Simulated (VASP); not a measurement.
Here is a VASP 6.6.1 calculation.

INCAR

```
  PREC = Accurate
  ENCUT = 520
  EDIFF = 1E-6
  ISMEAR = 0
  SIGMA = 0.02
  LREAL = False
  LASPH = True
  NELM = 100
  ALGO = Normal
  ISIF = 2
  LWAVE = False
  LCHARG = False
  NBANDS = 11
```

Contents of KPOINTS:

```
Automatic mesh
0
Gamma
  12 12 12
```

Contents of POSCAR:

```
Si
1.0
    0.0000000000      2.7009841764      2.7009841764
    2.7009841764      0.0000000000      2.7009841764
    2.7009841764      2.7009841764      0.0000000000
Si
2
Direct
    0.7500000000      0.7500000000      0.7500000000
    0.5000000000      0.5000000000      0.5000000000
```

Potentials or basis: VASP PAW LDA potentials, release 64 (Si).

Launch:

```bash
$ cat potpaw_LDA.64/Si/POTCAR > POTCAR
$ mpirun -np 1 vasp_std > vasp.out
```

Problem. Predict the pressure.

Solution. 0.0 GPa.

Problem. What does it give for the band gap on the k mesh?

Solution. 0.44 eV, indirect (least direct gap 2.53 eV).

A k mesh can miss the band edges.
